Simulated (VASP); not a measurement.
# SnTe (F-43m) in VASP: settings compared

Aim: see how the results for SnTe move with the level of theory and the settings. Levels: PBE, RPBE. Tasks: single point.

All numbers are computed with VASP 6.6.1; they aren't measurements. Logs are shortened: lines on timing, memory, paths and dates and some standing lists are left out, and cuts for length are marked.

**1. The cell of the first run**

It takes space group F-43m (No. 216, cubic). Conventional cell: a = 7.222 Å, b = 7.222 Å, c = 7.222 Å, α = 90.00°, β = 90.00°, γ = 90.00°. Within 4.1 Å of Te (site symmetry -43m) lie 4 Sn at 3.13 Å. Within 4.1 Å of Sn (site symmetry -43m) lie 4 Te at 3.13 Å.

**2. Single point, PBE**

File INCAR:

```
SYSTEM = SnTe
ALGO     = Normal         ! electronic algorithm
EDIFF    = 1E-6           ! SCF threshold, eV
ENCUT    = 520            ! plane-wave cutoff, eV
GGA      = PE             ! functional
ISIF     = 2              ! what is computed and relaxed
ISMEAR   = 0              ! smearing method
LASPH    = .True.         ! aspherical terms in the spheres
LCHARG   = .False.        ! write CHGCAR
LREAL    = .False.        ! projectors in reciprocal space
LWAVE    = .False.        ! write WAVECAR
NBANDS   = 17             ! bands
NELM     = 80             ! most SCF steps
PREC     = Accurate       ! precision mode
SIGMA    = 0.02           ! smearing width, eV
```

File KPOINTS:

```
k-points
0
Gamma
  7 7 7
  0 0 0
```

File POSCAR:

```
SnTe
1.0
    0.0000000000      3.6111460000      3.6111460000
    3.6111460000      0.0000000000      3.6111460000
    3.6111460000      3.6111460000      0.0000000000
Te Sn
1 1
Direct
    0.2500000000      0.2500000000      0.2500000000
    0.0000000000      0.0000000000      0.0000000000
```

Potentials or basis: VASP PAW PBE potentials, release 64 (Te, Sn_d).

Launch:

```
$ cat potpaw_PBE.64/Te/POTCAR potpaw_PBE.64/Sn_d/POTCAR > POTCAR
$ mpirun -np 1 vasp_std > vasp.out
```

OUTCAR:

```text
SYSTEM = SnTe
   EDIFF = 1E-6
   ENCUT = 520
   GGA = PE
   ISIF = 2
   ISMEAR = 0
   LASPH = .True.
   LREAL = .False.
   NELM = 80
   PREC = Accurate

 ion  position               nearest neighbor table
   1  0.250  0.250  0.250-   2 3.13   2 3.13   2 3.13   2 3.13
   2  0.000  0.000  0.000-   1 3.13   1 3.13   1 3.13   1 3.13

  LATTYP: Found a face centered cubic cell.
 ALAT       =     7.2222920000

  Lattice vectors:

 A1 = (   0.0000000000,   3.6111460000,   3.6111460000)
 A2 = (   3.6111460000,   0.0000000000,   3.6111460000)
 A3 = (   3.6111460000,   3.6111460000,   0.0000000000)

Analysis of symmetry for initial positions (statically):
=====================================================================
 Subroutine PRICEL returns:
 Original cell was already a primitive cell.

 Routine SETGRP: Setting up the symmetry group for a
 face centered cubic supercell.

 Subroutine GETGRP returns: Found 24 space group operations
 (whereof 24 operations were pure point group operations)
 out of a pool of 48 trial point group operations.

The static configuration has the point symmetry T_d .

Analysis of symmetry for dynamics (positions and initial velocities):
=====================================================================
 Subroutine PRICEL returns:
 Original cell was already a primitive cell.

 Routine SETGRP: Setting up the symmetry group for a
 face centered cubic supercell.

 Subroutine GETGRP returns: Found 24 space group operations
 (whereof 24 operations were pure point group operations)
 out of a pool of 48 trial point group operations.

The dynamic configuration has the point symmetry T_d .

 Subroutine INISYM returns: Found 24 space group operations
 (whereof 24 operations are pure point group operations),
 and found     1 'primitive' translations

----------------------------------------------------------------------------------------

                                     Primitive cell

  volume of cell :      94.1814

  direct lattice vectors                    reciprocal lattice vectors
     0.000000000  3.611146000  3.611146000    -0.138460201  0.138460201  0.138460201
     3.611146000  0.000000000  3.611146000     0.138460201 -0.138460201  0.138460201
     3.611146000  3.611146000  0.000000000     0.138460201  0.138460201 -0.138460201

  length of vectors
     5.106931649  5.106931649  5.106931649     0.239820102  0.239820102  0.239820102

[... 74 lines left out ...]
   NELM   =     80;   NELMIN=  2; NELMDL= -5     # of ELM steps
   EDIFF  = 0.1E-05   stopping-criterion for ELM
   LREAL  =      F    real-space projection
   EDIFFG = 0.1E-04   stopping-criterion for IOM
   NSW    =      0    number of steps for IOM
   IBRION =     -1    ionic relax: 0-MD 1-quasi-New 2-CG
   NFREE  =      0    steps in history (QN), initial steepest desc. (CG)
   ISIF   =      2    stress and relaxation
   ISYM   =      2    0-nonsym 1-usesym 2-fastsym
   POTIM  = 0.5000    time-step for ionic-motion
   TEBEG  =    0.0;   TEEND  =   0.0 temperature during run
   PSTRESS=    0.0 pullay stress
   NELECT =      20.0000    total number of electrons
   NUPDOWN=      -1.0000    fix difference up-down
   EMIN   =  10.00;   EMAX   =-10.00  energy-range for DOS
   EFERMI =   0.00;   METHOD = LEGACY
   ISMEAR =     0;   SIGMA  =   0.02  broadening in eV -4-tet -1-fermi 0-gaus
   EFERMI_NEDOS =   21; number of points for ismear=-14 and -15
   IALGO  =     38    algorithm
   IMIX   =      4    mixing-type and parameters
     AMIX     =   0.40;   BMIX     =  1.00
     AMIX_MAG =   1.60;   BMIX_MAG =  1.00
  volume/ion in A,a.u.               =      47.09       317.78
  Fermi-wavevector in a.u.,A,eV,Ry     =   0.976704  1.845704 12.979296  0.953951
  Thomas-Fermi vector in A             =   2.107344
   LORBIT       =      0    0 simple, 1 ext, 2 COOP (PROOUT), +10 PAW based schemes
   GGA     = PE    functional components
   LHFCALC =     F    Hartree Fock is set to
   AEXX    =    0.0000 exact exchange contribution
   IVDW    =     0    specifies the selected vdW correction
   LEPSILON=     F    determine dielectric tensor
   LRPA    =     F    only Hartree local field effects (RPA)
 non-spin polarized calculation
 Gauss-broadening in eV      SIGMA  =   0.02
  energy-cutoff  :      520.00
  volume of cell :       94.18
 maximum number of plane-waves:      2637
 NGX is ok and might be reduce to    40
   NGX = 19   NGY = 19   NGZ = 19

 number of electron      19.9999999 magnetization

 Free energy of the ion-electron system (eV)
  ---------------------------------------------------
  ext. energy  EPLUGINS =         0.00000000
  ---------------------------------------------------
  free energy    TOTEN  =        -7.06474337 eV

  energy without entropy =       -7.06474337  energy(sigma->0) =       -7.06474337

 E-fermi :   3.1727     XC(G=0):  -7.4438

 val. band max:        2.9953588650   @ k =  -0.2857   0.4286   0.1429
 cond. band min:       3.3264529069   @ k =   0.4286   0.4286   0.0000
 fundamental gap:      0.3310940419
 Fermi energy:         3.1727022501

 k-point     1 :       0.0000    0.0000    0.0000
  band No.  band energies     occupation
      1     -18.6286      2.00000
      2     -18.6286      2.00000
      3     -18.6286      2.00000
      4     -18.6200      2.00000
      5     -18.6200      2.00000
      6      -8.3456      2.00000
[... 377 lines left out ...]
      4     -18.6202      2.00000
      5     -18.6195      2.00000
      6      -7.6023      2.00000
[... 9 lines left out ...]
     16      10.5306      0.00000
     17      11.8496      0.00000

------------------------ aborting loop because EDIFF is reached ----------------------------------------

  FORCE on cell =-STRESS in cart. coord.  units (eV):
  Direction    XX          YY          ZZ          XY          YZ          ZX
  --------------------------------------------------------------------------------------
  -------------------------------------------------------------------------------------
  Total       -0.0331283     -0.0331283     -0.0331283      0.0000000      0.0000000      0.0000000
  in kB       -0.5635663     -0.5635663     -0.5635663      0.0000000      0.0000000      0.0000000
  external PRESSURE =      -0.5635663 kB  Pullay stress =       0.0000000 kB

 VOLUME and BASIS-vectors are now :
 -----------------------------------------------------------------------------
  energy-cutoff  :      520.00
  volume of cell :       94.18
      direct lattice vectors                 reciprocal lattice vectors
     0.000000000  3.611146000  3.611146000    -0.138460201  0.138460201  0.138460201
     3.611146000  0.000000000  3.611146000     0.138460201 -0.138460201  0.138460201
     3.611146000  3.611146000  0.000000000     0.138460201  0.138460201 -0.138460201

 POSITION                                       TOTAL-FORCE (eV/Angst)
 -----------------------------------------------------------------------------------
      1.80557      1.80557      1.80557        -0.000000     -0.000000     -0.000000
      0.00000      0.00000      0.00000         0.000000      0.000000      0.000000
 -----------------------------------------------------------------------------------
    total drift:                               -0.000000     -0.000000     -0.000000

  FREE ENERGIE OF THE ION-ELECTRON SYSTEM (eV)
  ---------------------------------------------------
  free  energy   TOTEN  =        -7.0647433721 eV

  energy  without entropy=       -7.0647433721  energy(sigma->0) =       -7.06474337
```

OSZICAR:

```text
N       E                     dE             d eps       ncg     rms          rms(c)
DAV:   1     0.119669995817E+03    0.11967E+03   -0.92826E+03   682   0.118E+03
DAV:   2     0.458407620703E+01   -0.11509E+03   -0.11261E+03   696   0.281E+02
DAV:   3    -0.684810211518E+01   -0.11432E+02   -0.11380E+02   872   0.884E+01
DAV:   4    -0.720204726489E+01   -0.35395E+00   -0.35377E+00   811   0.160E+01
DAV:   5    -0.721444205882E+01   -0.12395E-01   -0.12394E-01  1018   0.271E+00    0.436E+00
DAV:   6    -0.706429494845E+01    0.15015E+00   -0.38981E-01   856   0.287E+00    0.283E+00
DAV:   7    -0.706195483692E+01    0.23401E-02   -0.87018E-02   720   0.110E+00    0.108E+00
DAV:   8    -0.706367227470E+01   -0.17174E-02   -0.10216E-02   782   0.707E-01    0.242E-01
DAV:   9    -0.706438517970E+01   -0.71290E-03   -0.23618E-03   717   0.302E-01    0.694E-02
DAV:  10    -0.706457640748E+01   -0.19123E-03   -0.37844E-04   806   0.986E-02    0.436E-02
DAV:  11    -0.706473989811E+01   -0.16349E-03   -0.26121E-04   690   0.675E-02    0.363E-02
DAV:  12    -0.706474162159E+01   -0.17235E-05   -0.74048E-06   819   0.199E-02    0.172E-02
DAV:  13    -0.706474323225E+01   -0.16107E-05   -0.39573E-06   693   0.843E-03    0.461E-03
DAV:  14    -0.706474337205E+01   -0.13980E-06   -0.41144E-07   639   0.572E-03
   1 F= -.70647434E+01 E0= -.70647434E+01  d E =-.425899E-29
```

stdout:

```text
POSCAR found type information on POSCAR TeSn
 POSCAR found :  2 types and       2 ions
 scaLAPACK will be used
 LDA part: xc-table for (Slater+PW92), standard interpolation
 POSCAR, INCAR and KPOINTS ok, starting setup
 FFT: planning ... GRIDC
 FFT: planning ... GRID_SOFT
 FFT: planning ... GRID
 WAVECAR not read
 entering main loop
```

It took 41 s on 1 thread of Intel Xeon 8259CL, shared host; peak memory 0.25 GiB.

What came out:

- Free energy: -7.0647 eV
- Pressure: -0.1 GPa
- Band gap on the k mesh: 0.33 eV, indirect (least direct gap 0.83 eV)

Levels at points of the mesh, in eV from the valence-band top:
```csv
k point,band 6,band 7,band 8,band 9,band 10,band 11,band 12,band 13,band 14,band 15
"(0.00, 0.00, 0.00)",-11.34,-5.00,-1.75,-1.75,-1.75,1.19,1.19,1.19,4.31,6.62
```

Caveat: spin-orbit coupling is left out, which moves the levels of the heavy elements. A k mesh can miss the band edges.

**3. Single point, PBE**

File INCAR:

```
ALGO = Normal
EDIFF = 1E-6
ENCUT = 520
GGA = PE
ISIF = 2
ISMEAR = 0
LASPH = T
LCHARG = T
LELF = T
LREAL = F
LVHAR = T
LWAVE = F
NBANDS = 17
NELM = 60
PREC = Accurate
SIGMA = 0.05
```

File KPOINTS:

```
k-points
0
Gamma
  7 7 7
```

POSCAR is that of step 2.

Potentials or basis: VASP PAW PBE potentials, release 64 (Te, Sn_d).

Launch:

```
$ cat potpaw_PBE.64/Te/POTCAR potpaw_PBE.64/Sn_d/POTCAR > POTCAR
$ mpirun -np 1 vasp_std > vasp.out
```

OUTCAR:

```text
EDIFF = 1E-6
   ENCUT = 520
   GGA = PE
   ISIF = 2
   ISMEAR = 0
   LASPH = T
   LREAL = F
   NELM = 60
   PREC = Accurate

 ion  position               nearest neighbor table
   1  0.250  0.250  0.250-   2 3.13   2 3.13   2 3.13   2 3.13
   2  0.000  0.000  0.000-   1 3.13   1 3.13   1 3.13   1 3.13

  LATTYP: Found a face centered cubic cell.
 ALAT       =     7.2222920000

  Lattice vectors:

 A1 = (   0.0000000000,   3.6111460000,   3.6111460000)
 A2 = (   3.6111460000,   0.0000000000,   3.6111460000)
 A3 = (   3.6111460000,   3.6111460000,   0.0000000000)

Analysis of symmetry for initial positions (statically):
=====================================================================
 Subroutine PRICEL returns:
 Original cell was already a primitive cell.

 Routine SETGRP: Setting up the symmetry group for a
 face centered cubic supercell.

 Subroutine GETGRP returns: Found 24 space group operations
 (whereof 24 operations were pure point group operations)
 out of a pool of 48 trial point group operations.

The static configuration has the point symmetry T_d .

Analysis of symmetry for dynamics (positions and initial velocities):
=====================================================================
 Subroutine PRICEL returns:
 Original cell was already a primitive cell.

 Routine SETGRP: Setting up the symmetry group for a
 face centered cubic supercell.

 Subroutine GETGRP returns: Found 24 space group operations
 (whereof 24 operations were pure point group operations)
 out of a pool of 48 trial point group operations.

The dynamic configuration has the point symmetry T_d .

 Subroutine INISYM returns: Found 24 space group operations
 (whereof 24 operations are pure point group operations),
 and found     1 'primitive' translations

----------------------------------------------------------------------------------------

                                     Primitive cell

  volume of cell :      94.1814

[... 101 lines left out ...]
   IMIX   =      4    mixing-type and parameters
     AMIX     =   0.40;   BMIX     =  1.00
     AMIX_MAG =   1.60;   BMIX_MAG =  1.00
  volume/ion in A,a.u.               =      47.09       317.78
  Fermi-wavevector in a.u.,A,eV,Ry     =   0.976704  1.845704 12.979296  0.953951
  Thomas-Fermi vector in A             =   2.107344
   LORBIT       =      0    0 simple, 1 ext, 2 COOP (PROOUT), +10 PAW based schemes
   GGA     = PE    functional components
   LHFCALC =     F    Hartree Fock is set to
   AEXX    =    0.0000 exact exchange contribution
   IVDW    =     0    specifies the selected vdW correction
   LEPSILON=     F    determine dielectric tensor
   LRPA    =     F    only Hartree local field effects (RPA)
 non-spin polarized calculation
 Gauss-broadening in eV      SIGMA  =   0.05
  energy-cutoff  :      520.00
  volume of cell :       94.18
 maximum number of plane-waves:      2637
 NGX is ok and might be reduce to    40
   NGX = 19   NGY = 19   NGZ = 19

 number of electron      19.9999999 magnetization

 Free energy of the ion-electron system (eV)
  ---------------------------------------------------
  ext. energy  EPLUGINS =         0.00000000
  ---------------------------------------------------
  free energy    TOTEN  =        -7.06474337 eV

  energy without entropy =       -7.06474334  energy(sigma->0) =       -7.06474336

 E-fermi :   3.1659     XC(G=0):  -7.4438

 val. band max:        2.9953588095   @ k =  -0.2857   0.4286   0.1429
 cond. band min:       3.3264528784   @ k =   0.4286   0.4286   0.0000
 fundamental gap:      0.3310940689
 Fermi energy:         3.1659295153

 k-point     1 :       0.0000    0.0000    0.0000
  band No.  band energies     occupation
      1     -18.6286      2.00000
      2     -18.6286      2.00000
      3     -18.6286      2.00000
      4     -18.6200      2.00000
      5     -18.6200      2.00000
      6      -8.3456      2.00000
[... 377 lines left out ...]
      4     -18.6202      2.00000
      5     -18.6195      2.00000
      6      -7.6023      2.00000
[... 9 lines left out ...]
     16      10.5306      0.00000
     17      11.8496      0.00000

------------------------ aborting loop because EDIFF is reached ----------------------------------------

  FORCE on cell =-STRESS in cart. coord.  units (eV):
  Direction    XX          YY          ZZ          XY          YZ          ZX
  --------------------------------------------------------------------------------------
  -------------------------------------------------------------------------------------
  Total       -0.0331288     -0.0331288     -0.0331288     -0.0000000      0.0000000      0.0000000
  in kB       -0.5635739     -0.5635739     -0.5635739     -0.0000000      0.0000000      0.0000000
  external PRESSURE =      -0.5635739 kB  Pullay stress =       0.0000000 kB

 VOLUME and BASIS-vectors are now :
 -----------------------------------------------------------------------------
  energy-cutoff  :      520.00
  volume of cell :       94.18
      direct lattice vectors                 reciprocal lattice vectors
     0.000000000  3.611146000  3.611146000    -0.138460201  0.138460201  0.138460201
     3.611146000  0.000000000  3.611146000     0.138460201 -0.138460201  0.138460201
     3.611146000  3.611146000  0.000000000     0.138460201  0.138460201 -0.138460201

 POSITION                                       TOTAL-FORCE (eV/Angst)
 -----------------------------------------------------------------------------------
      1.80557      1.80557      1.80557        -0.000000     -0.000000     -0.000000
      0.00000      0.00000      0.00000         0.000000      0.000000      0.000000
 -----------------------------------------------------------------------------------
    total drift:                               -0.000000     -0.000000     -0.000000

  FREE ENERGIE OF THE ION-ELECTRON SYSTEM (eV)
  ---------------------------------------------------
  free  energy   TOTEN  =        -7.0647433733 eV

  energy  without entropy=       -7.0647433394  energy(sigma->0) =       -7.06474336
```

OSZICAR:

```text
N       E                     dE             d eps       ncg     rms          rms(c)
DAV:   1     0.119668916425E+03    0.11967E+03   -0.92826E+03   682   0.118E+03
DAV:   2     0.458407620703E+01   -0.11508E+03   -0.11261E+03   696   0.281E+02
DAV:   3    -0.684810211518E+01   -0.11432E+02   -0.11380E+02   872   0.884E+01
DAV:   4    -0.720204726489E+01   -0.35395E+00   -0.35377E+00   811   0.160E+01
DAV:   5    -0.721444205881E+01   -0.12395E-01   -0.12394E-01  1018   0.271E+00    0.436E+00
DAV:   6    -0.706429494880E+01    0.15015E+00   -0.38981E-01   856   0.287E+00    0.283E+00
DAV:   7    -0.706195485785E+01    0.23401E-02   -0.87018E-02   720   0.110E+00    0.108E+00
DAV:   8    -0.706367230381E+01   -0.17174E-02   -0.10216E-02   782   0.707E-01    0.242E-01
DAV:   9    -0.706438518189E+01   -0.71288E-03   -0.23620E-03   717   0.302E-01    0.694E-02
DAV:  10    -0.706457641258E+01   -0.19123E-03   -0.37851E-04   806   0.986E-02    0.436E-02
DAV:  11    -0.706473989983E+01   -0.16349E-03   -0.26121E-04   690   0.675E-02    0.363E-02
DAV:  12    -0.706474162295E+01   -0.17231E-05   -0.74054E-06   819   0.199E-02    0.172E-02
DAV:  13    -0.706474323361E+01   -0.16107E-05   -0.39574E-06   693   0.843E-03    0.461E-03
DAV:  14    -0.706474337329E+01   -0.13968E-06   -0.41138E-07   639   0.572E-03
   1 F= -.70647434E+01 E0= -.70647434E+01  d E =-.339014E-07
```

Wall time 51 s (1 thread of Intel Xeon 8259CL, shared host); peak memory 0.25 GiB.

What came out:

| Item | Value |
| --- | --- |
| Free energy | -7.0647 eV |
| Pressure | -0.1 GPa |
| Band gap on the k mesh | 0.33 eV, indirect (least direct gap 0.83 eV) |

Caveat: spin-orbit coupling is left out, which moves the levels of the heavy elements. A k mesh can miss the band edges.

**4. Single point, RPBE**

File INCAR:

```
SYSTEM = SnTe
PREC     = Accurate       ! precision mode
ENCUT    = 520            ! plane-wave cutoff, eV
EDIFF    = 1E-6           ! SCF threshold, eV
ISMEAR   = 0              ! smearing method
SIGMA    = 0.05           ! smearing width, eV
LREAL    = .FALSE.        ! projectors in reciprocal space
LASPH    = .TRUE.         ! aspherical terms in the spheres
NELM     = 60             ! most SCF steps
ALGO     = Normal         ! electronic algorithm
ISIF     = 2              ! what is computed and relaxed
LWAVE    = .FALSE.        ! write WAVECAR
LCHARG   = .FALSE.        ! write CHGCAR
GGA      = RP             ! functional
NBANDS   = 17             ! bands
```

File KPOINTS:

```
Automatic mesh
0
G
  7 7 7
  0 0 0
```

POSCAR is that of step 3.

Launch:

```
$ cat potpaw_PBE.64/Te/POTCAR potpaw_PBE.64/Sn_d/POTCAR > POTCAR
$ mpirun -np 1 vasp_std > vasp.out
```

Run time: 58 s. Hardware: 1 thread of Intel Xeon 8259CL, shared host; peak memory 0.25 GiB.

It converged, with:

* Free energy: -6.5295 eV
* Pressure: 0.9 GPa
* Band gap on the k mesh: 0.41 eV, indirect (least direct gap 0.89 eV)

Levels at points of the mesh, in eV from the valence-band top:
```tsv
k point	band 7	band 8	band 9	band 10	band 11	band 12	band 13	band 14
(0.00, 0.00, 0.00)	-4.96	-1.78	-1.78	-1.78	1.20	1.20	1.20	4.59
```

Caveat: the PAW data sets were made with another functional, which shifts forces and pressure a little; spin-orbit coupling is left out, which moves the levels of the heavy elements.

(Continued in part 2 of 2.)
